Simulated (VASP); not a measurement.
Set up this calculation in VASP 6.6.1, as the native input.

```
Task                   : single point
Functional             : PBEsol
Potentials or basis    : VASP PAW PBE potentials, release 64 (Ti_sv, Tl_d)
Cutoff                 : 520 eV
k mesh                 : 6 × 6 × 6
Occupations            : gaussian, width 0.1 eV
Spin                   : no spin polarisation
Dipole correction      : no
Further INCAR settings : ALGO = Normal; EDIFF = 1e-06; NBANDS = 32
```

The structure of Ti3Tl lies in POSCAR:

```
Ti3Tl
1.0
   -2.0257544800      2.0257544800      4.4277368400
    2.0257544800     -2.0257544800      4.4277368400
    2.0257544800      2.0257544800     -4.4277368400
Ti Tl
3 1
Direct
    0.7500000000      0.2500000000      0.5000000000
    0.2500000000      0.7500000000      0.5000000000
    0.5000000000      0.5000000000      0.0000000000
    0.0000000000      0.0000000000      0.0000000000
```

These files were run (other wordings do the same):

INCAR

```
ALGO = Normal
EDIFF = 1E-6
ENCUT = 520
GGA = PS
ISIF = 2
ISMEAR = 0
LASPH = T
LCHARG = F
LREAL = F
LWAVE = F
NBANDS = 32
NELM = 100
PREC = Accurate
SIGMA = 0.1
```

KPOINTS

```
k-points
0
Gamma
  6 6 6
```

Potentials or basis: VASP PAW PBE potentials, release 64 (Ti_sv, Tl_d).

The run is started by

```bash
$ cat potpaw_PBE.64/Ti_sv/POTCAR potpaw_PBE.64/Tl_d/POTCAR > POTCAR
$ mpirun -np 1 vasp_std > vasp.out
```

Results of the run:

| Quantity | Value |
| --- | --- |
| Pressure | -3.3 GPa |

Caveat: the k points lie up to 0.37 Å⁻¹ apart; the PAW data sets were made with another functional, which shifts forces and pressure a little.

It took 70 s on 1 thread of AMD EPYC 9R45 96-Core Processor (Zen 5), on a shared host, peak memory 0.23 GiB.
